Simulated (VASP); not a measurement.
Input of a VASP 6.6.1 run:

File INCAR:

```
SYSTEM = WC
PREC = Accurate
ENCUT = 600
EDIFF = 1E-6
ISMEAR = -1
SIGMA = 0.05
LREAL = .FALSE.
LASPH = .TRUE.
NELM = 80
ALGO = Normal
ISIF = 3
LWAVE = .FALSE.
LCHARG = .FALSE.
GGA = PE
IVDW = 12
IBRION = 2
NSW = 80
EDIFFG = -0.02
```

The input KPOINTS:

```
Automatic mesh
0
G
  10 10 9
  0 0 0
```

Contents of POSCAR:

```
WC
1.0
    2.9065000000      0.0000000000      0.0000000000
   -1.4532500000      2.5171028361      0.0000000000
    0.0000000000      0.0000000000      2.8366000000
W C
1 1
Direct
    0.0000000000      0.0000000000      0.0000000000
    0.6666666667      0.3333333333      0.5000000000
```

Potentials or basis: VASP PAW PBE potentials, release 64 (W_sv, C).

Run with:

```sh
$ cat potpaw_PBE.64/W_sv/POTCAR potpaw_PBE.64/C/POTCAR > POTCAR
$ mpirun -np 1 vasp_std > vasp.out
```

**Question.** What does it give for the band gap on the k mesh?

**Answer.** Zero (bands 9 and 10 overlap by 1.19 eV).

**Question.** Predict the space group after relaxing (to 0.1 Å).

**Answer.** P-6m2 (No. 187).

Final structure:
```
W C
1.0
     2.90519    0.00000    0.00000
    -1.45259    2.51597    0.00000
     0.00000    0.00000    2.83426
W C
1 1
Direct
  0.00000 0.00000 0.00000
  0.66667 0.33333 0.50000
```

Caveat: spin-orbit coupling is left out, which moves the levels of the heavy elements.
